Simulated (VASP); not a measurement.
A run of VASP 6.6.1 is set up as follows.

File INCAR:

```
SYSTEM = TaGe3W2
PREC = Accurate
ENCUT = 520
EDIFF = 1E-6
ISMEAR = 0
SIGMA = 0.1
LREAL = .FALSE.
LASPH = .TRUE.
NELM = 80
ALGO = Normal
ISIF = 2
LWAVE = .FALSE.
LCHARG = .FALSE.
GGA = PE
NBANDS = 93
```

Contents of KPOINTS:

```
regular mesh
0
G
  6 6 4
  0 0 0
```

File POSCAR:

```
TaGe3W2
1.0
    5.4259113949      0.0000000000      0.0000000000
   -2.7129556974      4.6989771067      0.0000000000
    0.0000000000      0.0000000000      7.6810621062
Ta Ge W
2 6 4
Direct
    0.0000000000      0.0000000000      0.5000000000
    0.0000000000      0.0000000000      0.0000000000
    0.3396994948      0.0000000000      0.2500000000
    0.6603005052      0.0000000000      0.7500000000
    0.0000000000      0.3396994948      0.2500000000
    0.0000000000      0.6603005052      0.7500000000
    0.6603005052      0.6603005052      0.2500000000
    0.3396994948      0.3396994948      0.7500000000
    0.6666666667      0.3333333333      0.5000000000
    0.3333333333      0.6666666667      0.0000000000
    0.3333333333      0.6666666667      0.5000000000
    0.6666666667      0.3333333333      0.0000000000
```

Potentials or basis: VASP PAW PBE potentials, release 64 (Ta_pv, Ge_d, W_sv).

Run with:

```bash
$ cat potpaw_PBE.64/Ta_pv/POTCAR potpaw_PBE.64/Ge_d/POTCAR potpaw_PBE.64/W_sv/POTCAR > POTCAR
$ mpirun -np 1 vasp_std > vasp.out
```

Question: What does it give for the band gap on the k mesh?

Answer: Zero (bands 81 and 82 overlap by 1.17 eV).

Question: What does it give for the pressure?

Answer: 0.2 GPa.

Forces in eV/Å, atoms in the order of the input:
```
Ta   0.000  0.000  0.000
Ta   0.000  0.000  0.000
Ge  -0.002  0.000  0.000
Ge   0.002  0.000  0.000
Ge   0.001 -0.002  0.000
Ge  -0.001  0.002  0.000
Ge   0.001  0.002  0.000
Ge  -0.001 -0.002  0.000
W    0.000  0.000  0.000
W    0.000  0.000  0.000
W    0.000  0.000  0.000
W    0.000  0.000  0.000
```

Caveat: spin-orbit coupling is left out, which moves the levels of the heavy elements.
